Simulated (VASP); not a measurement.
# ZrB (Immm) in VASP: notebook, part 3 of 3

VASP 6.6.1. Earlier steps stand in the parts before.

## 4. Single point, PBEsol (strain -0.0100 x Voigt [0, 0, 0, 0, 1, 0])

Contents of INCAR:

```
PREC     = Accurate       # precision mode
ENCUT    = 520            # plane-wave cutoff, eV
EDIFF    = 1E-7           # SCF threshold, eV
ISMEAR   = 0              # smearing method
SIGMA    = 0.15           # smearing width, eV
LREAL    = False          # projectors in reciprocal space
LASPH    = True           # aspherical terms in the spheres
NELM     = 60             # most SCF steps
ALGO     = Normal         # electronic algorithm
ISIF     = 2              # what is computed and relaxed
LWAVE    = False          # write WAVECAR
LCHARG   = True           # write CHGCAR
GGA      = PS             # functional
LELF     = True           # ELF
LVHAR    = True         
NBANDS   = 14             # bands
```

Contents of KPOINTS:

```
regular mesh
0
Gamma
  18 18 18
```

Contents of POSCAR:

```
ZrB
1.0
   -0.0116250000      2.3250000000      2.3250000000
    2.3133750000      0.0000000000      2.3133750000
    2.3250000000      2.3250000000     -0.0116250000
Zr B
1 1
Direct
    0.0000000000      0.0000000000      0.0000000000
    0.5000000000      0.5000000000      0.5000000000
```

Run with:

```sh
> cat potpaw_PBE.64/Zr_sv/POTCAR potpaw_PBE.64/B/POTCAR > POTCAR
> mpirun -np 1 vasp_std > vasp.out
```

Wall time 83 s (1 thread of Intel Xeon 6975P-C (Granite Rapids), shared host); peak memory 0.4 GiB.

Results (log left out):

```yaml
Free_energy: -16.6212 eV
Pressure: 29.7 GPa
Band_gap_on_the_k_mesh: zero (an odd number of electrons rules out a gap without spin polarisation)
```

Stress tensor (GPa, compression positive):
```
29.71  0.00  0.56
 0.00 29.72  0.00
 0.56  0.00 29.71
```

Levels at points of the mesh, in eV from the Fermi level:
```
           k point  band 4  band 5  band 6  band 7  band 8  band 9  band 10  band 11  band 12  band 13
(0.00, 0.00, 0.00)  -24.42   -8.31    1.82    1.89    1.96    3.70     3.70     3.82     3.85     3.90
(0.50, 0.00, 0.00)  -24.51   -4.21   -3.56   -1.42   -1.33    5.70     5.80     7.35     8.28    13.40
(0.00, 0.50, 0.00)  -24.53   -4.22   -3.51   -1.48   -1.40    5.75     5.84     7.41     8.22    13.47
(0.50, 0.50, 0.00)  -24.76   -6.45   -1.16   -0.28    2.58    2.58     5.49     6.94     6.94    10.67
(0.50, 0.00, 0.50)  -24.75   -6.46   -1.16   -0.28    2.52    2.63     5.49     6.94     6.94    10.67
```

Caveat: the cell differs from its parent crystal (strain -0.0100 x Voigt [0, 0, 0, 0, 1, 0]); the cell stands under pressure; the PAW data sets were made with another functional, which shifts forces and pressure a little.

## 5. Single point, PBEsol (strain +0.0050 x Voigt [0, 0, 0, 0, 1, 0])

Contents of INCAR:

```
ALGO     = Normal         # electronic algorithm
EDIFF    = 1E-6           # SCF threshold, eV
ENCUT    = 520            # plane-wave cutoff, eV
GGA      = PS             # functional
ISIF     = 2              # what is computed and relaxed
ISMEAR   = 0              # smearing method
LASPH    = T              # aspherical terms in the spheres
LCHARG   = F              # write CHGCAR
LREAL    = F              # projectors in reciprocal space
LWAVE    = F              # write WAVECAR
NBANDS   = 14             # bands
NELM     = 80             # most SCF steps
PREC     = Accurate       # precision mode
SIGMA    = 0.15           # smearing width, eV
```

Contents of KPOINTS:

```
k-points
0
Gamma
  18 18 18
```

Contents of POSCAR:

```
ZrB
1.0
    0.0058125000      2.3250000000      2.3250000000
    2.3308125000      0.0000000000      2.3308125000
    2.3250000000      2.3250000000      0.0058125000
Zr B
1 1
Direct
    0.0000000000      0.0000000000      0.0000000000
    0.5000000000      0.5000000000      0.5000000000
```

Run with:

```sh
> cat potpaw_PBE.64/Zr_sv/POTCAR potpaw_PBE.64/B/POTCAR > POTCAR
> mpirun -np 1 vasp_std > vasp.out
```

Wall time 81 s (1 thread of Intel Xeon 6975P-C (Granite Rapids), shared host); peak memory 0.41 GiB.

Results (log left out):

```yaml
Free_energy: -16.6216 eV
Pressure: 29.7 GPa
Band_gap_on_the_k_mesh: zero (an odd number of electrons rules out a gap without spin polarisation)
```

Stress tensor (GPa, compression positive):
```
29.72  0.00 -0.28
 0.00 29.72  0.00
-0.28  0.00 29.72
```

Levels at points of the mesh, in eV from the Fermi level:
```
           k point  band 5  band 6  band 7  band 8  band 9  band 10  band 11  band 12
(0.00, 0.00, 0.00)   -8.31    1.86    1.89    1.93    3.70     3.70     3.84     3.86
(0.50, 0.00, 0.00)   -4.21   -3.52   -1.44   -1.40    5.76     5.81     7.39     8.23
(0.00, 0.50, 0.00)   -4.21   -3.55   -1.41   -1.37    5.74     5.79     7.36     8.26
(0.50, 0.50, 0.00)   -6.45   -1.16   -0.28    2.58    2.58     5.49     6.94     6.94
(0.50, 0.00, 0.50)   -6.45   -1.16   -0.28    2.55    2.61     5.49     6.94     6.94
```

Caveat: the cell differs from its parent crystal (strain +0.0050 x Voigt [0, 0, 0, 0, 1, 0]); the cell stands under pressure; the PAW data sets were made with another functional, which shifts forces and pressure a little.

## 6. Single point, PBEsol (strain +0.0175 x Voigt [0, 0, 0, 0, 1, 0])

Contents of INCAR:

```
SYSTEM = ZrB
ALGO = Normal
EDIFF = 1E-6
ENCUT = 520
GGA = PS
ISIF = 2
ISMEAR = 0
LASPH = .TRUE.
LCHARG = .TRUE.
LELF = .TRUE.
LREAL = .FALSE.
LVHAR = .TRUE.
LWAVE = .FALSE.
NBANDS = 14
NELM = 80
PREC = Accurate
SIGMA = 0.15
```

Contents of KPOINTS:

```
k-points
0
G
  18 18 18
  0 0 0
```

Contents of POSCAR:

```
ZrB
1.0
    0.0203437500      2.3250000000      2.3250000000
    2.3453437500      0.0000000000      2.3453437500
    2.3250000000      2.3250000000      0.0203437500
Zr B
1 1
Direct
    0.0000000000      0.0000000000      0.0000000000
    0.5000000000      0.5000000000      0.5000000000
```

Potentials or basis: VASP PAW PBE potentials, release 64 (Zr_sv, B).

Run with:

```sh
> cat potpaw_PBE.64/Zr_sv/POTCAR potpaw_PBE.64/B/POTCAR > POTCAR
> mpirun -np 1 vasp_std > vasp.out
```

It took 88 s on 1 thread of Intel Xeon 6975P-C (Granite Rapids), shared host; peak memory 0.41 GiB.

It converged, with:

- Free energy: -16.6201 eV
- Pressure: 29.7 GPa
- Band gap on the k mesh: zero (an odd number of electrons rules out a gap without spin polarisation)

Stress tensor (GPa, compression positive):
```
29.72  0.00 -1.00
 0.00 29.74  0.00
-1.00  0.00 29.72
```

Levels at points of the mesh, in eV from the Fermi level:
```tsv
k point	band 4	band 5	band 6	band 7	band 8	band 9	band 10	band 11	band 12	band 13
(0.00, 0.00, 0.00)	-24.41	-8.31	1.77	1.89	2.02	3.70	3.70	3.79	3.85	3.92
(0.50, 0.00, 0.00)	-24.53	-4.22	-3.49	-1.53	-1.39	5.72	5.88	7.44	8.20	13.47
(0.00, 0.50, 0.00)	-24.51	-4.21	-3.58	-1.42	-1.28	5.63	5.82	7.34	8.30	13.35
(0.50, 0.50, 0.00)	-24.77	-6.46	-1.16	-0.28	2.57	2.58	5.49	6.94	6.94	10.67
(0.50, 0.00, 0.50)	-24.74	-6.46	-1.16	-0.28	2.48	2.68	5.49	6.94	6.94	10.67
```

Caveat: the cell differs from its parent crystal (strain +0.0175 x Voigt [0, 0, 0, 0, 1, 0]); the cell stands under pressure; the PAW data sets were made with another functional, which shifts forces and pressure a little.

## 7. Single point, PBEsol (strain +0.0125 x Voigt [0, 0, 0, 0, 1, 0])

Contents of INCAR:

```
SYSTEM = ZrB
  PREC = Accurate
  ENCUT = 520
  EDIFF = 1E-6
  ISMEAR = 0
  SIGMA = 0.15
  LREAL = .FALSE.
  LASPH = .TRUE.
  NELM = 100
  ALGO = Normal
  ISIF = 2
  LWAVE = .FALSE.
  LCHARG = .FALSE.
  GGA = PS
  NBANDS = 14
```

Contents of KPOINTS:

```
regular mesh
0
G
  18 18 18
  0 0 0
```

Contents of POSCAR:

```
ZrB
1.0
    0.0145312500      2.3250000000      2.3250000000
    2.3395312500      0.0000000000      2.3395312500
    2.3250000000      2.3250000000      0.0145312500
Zr B
1 1
Direct
    0.0000000000      0.0000000000      0.0000000000
    0.5000000000      0.5000000000      0.5000000000
```

Run with:

```sh
> cat potpaw_PBE.64/Zr_sv/POTCAR potpaw_PBE.64/B/POTCAR > POTCAR
> mpirun -np 1 vasp_std > vasp.out
```

Wall time 83 s (1 thread of Intel Xeon 6975P-C (Granite Rapids), shared host); peak memory 0.41 GiB.

Results (log left out):

- Free energy: -16.6209 eV
- Pressure: 29.7 GPa
- Band gap on the k mesh: zero (an odd number of electrons rules out a gap without spin polarisation)

Stress tensor (GPa, compression positive):
```
29.72  0.00 -0.71
 0.00 29.73  0.00
-0.71  0.00 29.72
```

Levels at points of the mesh, in eV from the Fermi level:
```
           k point  band 5  band 6  band 7  band 8  band 9  band 10  band 11  band 12
(0.00, 0.00, 0.00)   -8.31    1.81    1.89    1.98    3.70     3.70     3.81     3.85
(0.50, 0.00, 0.00)   -4.22   -3.50   -1.50   -1.40    5.74     5.85     7.42     8.21
(0.00, 0.50, 0.00)   -4.21   -3.57   -1.42   -1.32    5.68     5.80     7.35     8.28
(0.50, 0.50, 0.00)   -6.46   -1.16   -0.28    2.58    2.58     5.49     6.94     6.94
(0.50, 0.00, 0.50)   -6.46   -1.16   -0.28    2.51    2.65     5.49     6.94     6.94
```

Caveat: the cell differs from its parent crystal (strain +0.0125 x Voigt [0, 0, 0, 0, 1, 0]); the cell stands under pressure; the PAW data sets were made with another functional, which shifts forces and pressure a little.

## 8. Summary

| cell | gap on the mesh (eV) | pressure (GPa) |
| --- | --- | --- |
| a = 3.288, b = 3.255 Å, angles 60.3, 60.7, 60.3°, 2 atoms | none | 29.7 |
| a = 3.288, b = 3.313 Å, angles 59.8, 59.5, 59.8°, 2 atoms | none | 29.7 |
| a = 3.288, b = 3.272 Å, angles 60.2, 60.3, 60.2°, 2 atoms | none | 29.7 |
| a = 3.288, b = 3.296 Å, angles 59.9, 59.8, 59.9°, 2 atoms | none | 29.7 |
| a = 3.288, b = 3.317 Å, angles 59.7, 59.4, 59.7°, 2 atoms | none | 29.7 |
| a = 3.288, b = 3.309 Å, angles 59.8, 59.6, 59.8°, 2 atoms | none | 29.7 |

Alike in all rows: task single point; level PBEsol; potentials or basis VASP PAW PBE potentials, release 64 (Zr_sv, B); no spin polarisation; k mesh 18 × 18 × 18; cutoff (eV) 520; smearing gaussian 0.15 eV.

Caveats: the cell stands under pressure; the PAW data sets were made with another functional, which shifts forces and pressure a little.

Total energies depend on the potentials used, so only differences within one code and one set of settings carry meaning.
